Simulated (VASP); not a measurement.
Wanted: the native input for a VASP 6.6.1 run.

```
Task                   : single point
Functional             : PBE
Potentials or basis    : VASP PAW PBE potentials, release 64 (W_sv, C)
Cutoff                 : 520 eV
k mesh                 : 3 × 3 × 3
Occupations            : fermi-dirac, width 0.3 eV
Spin                   : no spin polarisation
Dipole correction      : no
Further INCAR settings : LREAL = Auto; ALGO = Normal; EDIFF = 1e-07; NBANDS = 86
```

The structure of WC lies in POSCAR:

```
WC
1.0
   -2.9993780000     -5.1950750000      0.0000000000
    4.4990670000     -2.5975380000      0.0000000000
    0.0000000000      0.0000000000      5.8881830000
W C
8 8
Direct
    0.8027182713      0.5190755157      0.0061309236
    0.7823201978      0.4676689612      0.4929194626
    0.5427894259     -0.0297326840      0.0033117177
    0.5334995148      0.0055937615      0.4970124060
    0.2794136538      0.4670673200      0.0002207812
    0.2858972670      0.4999512061      0.5251025656
    0.0351920559     -0.0074783776     -0.0046533880
    0.0348428283     -0.0118231596      0.5072702394
    0.5215755967      0.6108382849      0.2681812029
    0.5570235926      0.6656767523      0.7325349773
    0.2628607321      0.1842201277      0.2858946470
    0.2987335848      0.1530128229      0.7536620380
    0.0127039264      0.6841871609      0.2652431149
    0.0155630253      0.6698454137      0.7258096428
    0.7606432304      0.2058107984      0.2178430935
    0.7962890877      0.1980792843      0.7628499318
```

These files were run (other wordings do the same):

INCAR

```
SYSTEM = WC
  PREC = Accurate
  ENCUT = 520
  EDIFF = 1E-7
  ISMEAR = -1
  SIGMA = 0.3
  LREAL = Auto
  LASPH = .TRUE.
  NELM = 60
  ALGO = Normal
  ISIF = 2
  LWAVE = .FALSE.
  LCHARG = .TRUE.
  GGA = PE
  LELF = .TRUE.
  LVHAR = .TRUE.
  NBANDS = 86
```

KPOINTS

```
regular mesh
0
G
  3 3 3
  0 0 0
```

Potentials or basis: VASP PAW PBE potentials, release 64 (W_sv, C).

Run with:

```sh
$ cat potpaw_PBE.64/W_sv/POTCAR potpaw_PBE.64/C/POTCAR > POTCAR
$ mpirun -np 1 vasp_std > vasp.out
```

It gave:

```yaml
Pressure: -18.4 GPa
Largest_force: 4.266 eV/Å
Band_gap_on_the_k_mesh: zero (band 72 reaches 10.04 eV, above the bottom of band 73 at 10.03 eV)
```

Caveat: the k points lie up to 0.40 Å⁻¹ apart; spin-orbit coupling is left out, which moves the levels of the heavy elements; forces of over 1 eV/Å act on the atoms, so gaps and moduli don't describe the material at rest.

Wall time 8.8 min on 1 thread of Intel(R) Xeon(R) Platinum 8259CL CPU @ 2.50GHz (Skylake/Cascade Lake) (shared host), peak memory 0.36 GiB.
